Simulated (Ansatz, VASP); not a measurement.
**One calculation of Li3S2, two programs**

```
Li S
1.0
     3.39448    1.95981    2.70430
    -3.39448    1.95981    2.70430
     0.00000   -3.91961    2.70430
Li S
3 2
Direct
  0.00000 0.50000 0.00000
  0.00000 0.00000 0.50000
  0.50000 0.00000 0.00000
  0.81876 0.81876 0.81876
  0.18124 0.18124 0.18124
```

Change from the starting cell: species swapped into the Br2Cl3 type (R-3m, No. 166).

Alike in both runs: task single point; functional PBE; k mesh 6 × 6 × 6; occupations gaussian, width 0.1 eV; no spin polarisation.

|  | VASP | Ansatz |
| --- | --- | --- |
| version | VASP 6.6.1 | Ansatz 0.2.0 |
| potentials or method | VASP PAW PBE potentials, release 64 (Li_sv, S), cutoff 520 eV | scalar-relativistic, plane waves, PAW |
| valence electrons in the cell | 21 | 21 |

|  | VASP | Ansatz | Ansatz less VASP |
| --- | --- | --- | --- |
| gap on the k mesh at the Fermi level (eV) | none | none | - |
| rms of the force components (eV/Å) | 0.114 | 0.110 | -0.0046 |

Atom by atom the forces differ by 0.005 eV/Å (rms over components). A gap of «none» marks a metal or a gap that the smearing closes.

Noted on VASP's run: the cutoff is under 1.25 times that of the potentials, so the pressure is a little rough.
